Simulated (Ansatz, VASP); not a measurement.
**Two plane-wave programs on Ga4PN3**

POSCAR

```
Ga4PN3
1.0
   -2.4264197957      2.4264197957      4.7839541538
    2.4264197957     -2.4264197957      4.7839541538
    2.4264197957      2.4264197957     -4.7839541538
N Ga P
3 4 1
Direct
    0.2500000000      0.7500000000      0.5000000000
    0.5000000000      0.5000000000      0.0000000000
    0.7500000000      0.2500000000      0.5000000000
    0.8586653287      0.4116748426      0.0000000000
    0.1413346713      0.1413346713      0.5530095139
    0.4116748426      0.8586653287      0.0000000000
    0.5883251574      0.5883251574      0.4469904861
    0.0000000000      0.0000000000      0.0000000000
```

INCAR.step1

```
SYSTEM = Ga4PN3
PREC = Accurate
ENCUT = 520
ISMEAR = 0
SIGMA = 0.01
LREAL = .FALSE.
LASPH = .TRUE.
NELM = 100
NBANDS = 46
GGA = PE
ALGO = Normal
EDIFF = 1E-4
LWAVE = .TRUE.
LCHARG = .FALSE.
```

The input INCAR.step2:

```
SYSTEM = Ga4PN3
PREC = Accurate
ENCUT = 520
EDIFF = 1E-7
ISMEAR = 0
SIGMA = 0.01
LREAL = .FALSE.
LASPH = .TRUE.
NELM = 100
ALGO = Normal
ISIF = 2
LWAVE = .FALSE.
LCHARG = .FALSE.
METAGGA = R2SCAN
LMIXTAU = .TRUE.
NBANDS = 46
ISTART = 1
```

Contents of KPOINTS:

```
regular mesh
0
G
  6 6 6
  0 0 0
```

Input for Ansatz:

```yaml
crystal:
  lattice:
    - [-2.4264197957, 2.4264197957, 4.7839541538]
    - [2.4264197957, -2.4264197957, 4.7839541538]
    - [2.4264197957, 2.4264197957, -4.7839541538]
  atoms:
    - { symbol: "N", position: [0.25, 0.75, 0.5] }
    - { symbol: Ga, position: [0.8586653287, 0.4116748426, 0.0] }
    - { symbol: "N", position: [0.5, 0.5, 0.0] }
    - { symbol: Ga, position: [0.1413346713, 0.1413346713, 0.5530095139] }
    - { symbol: "N", position: [0.75, 0.25, 0.5] }
    - { symbol: Ga, position: [0.4116748426, 0.8586653287, 0.0] }
    - { symbol: P, position: [0.0, 0.0, 0.0] }
    - { symbol: Ga, position: [0.5883251574, 0.5883251574, 0.4469904861] }
kpoints:
  mp_grid: { grid: [6, 6, 6] }
hamiltonian:
  xc: r2scan
scf:
  occupations: { method: fixed }
  n_extra_bands: 6
output:
  forces: true
  stress: true
  eigenvalues: true
```

Alike in both runs: task single point; functional r2SCAN; k mesh 6 × 6 × 6; no spin polarisation.

```csv
,VASP,Ansatz
version,VASP 6.6.1,Ansatz 0.2.0
potentials or method,"VASP PAW PBE potentials, release 64 (N, Ga_d, P)","plane waves, PAW"
plane-wave cutoff (eV),520,500
occupations,"gaussian, width 0.01 eV",fixed
valence electrons in the cell,72,72
```

Ansatz gave:

```
gap on the k mesh at the Fermi level (eV) : 0.90
pressure (GPa)                            : -8.0
rms of the force components (eV/Å)        : 0.043
```

Task: Estimate VASP's values.

Result: gap on the k mesh at the Fermi level (eV): 0.89; pressure (GPa): -7.6; rms of the force components (eV/Å): 0.060.

VASP's potentials were made for PBE, not for r2SCAN.
